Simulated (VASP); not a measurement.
PtSe2 (Sudovikovite):

```
CELL_PARAMETERS angstrom
3.64798 0.00000 0.00000
-1.82399 3.15924 0.00000
0.00000 0.00000 4.95866
ATOMIC_POSITIONS crystal
Pt 0.00000 0.00000 0.00000
Se 0.66667 0.33333 0.75000
Se 0.33333 0.66667 0.25000
```

Base run:

| Quantity | Value |
| --- | --- |
| Program | VASP 6.6.1 |
| Functional | r2SCAN |
| Potentials or basis | VASP PAW PBE potentials, release 64 (Pt, Se) |
| Cutoff | 520 eV |
| k mesh | 8 × 8 × 5 |
| Occupations | fermi-dirac, width 0.05 eV |
| Spin | no spin polarisation |

Its results: band gap on the k mesh zero (band 11 reaches 7.63 eV, above the bottom of band 12 at 7.46 eV); pressure 15.5 GPa; largest force 1.266 eV/Å.

The run is repeated on the same cell with these changes: functional from r2SCAN to LDA; potentials or basis from VASP PAW PBE potentials, release 64 (Pt, Se) to VASP PAW LDA potentials, release 64 (Pt, Se). What comes out?

Band gap on the k mesh zero (band 11 reaches 7.82 eV, above the bottom of band 12 at 7.48 eV); pressure 9.6 GPa; largest force 1.112 eV/Å.

Caveats: spin-orbit coupling is left out, which moves the levels of the heavy elements; the PAW data sets were made with another functional, which shifts forces and pressure a little (some runs); forces of over 1 eV/Å act on the atoms, so gaps and moduli don't describe the material at rest (some runs).
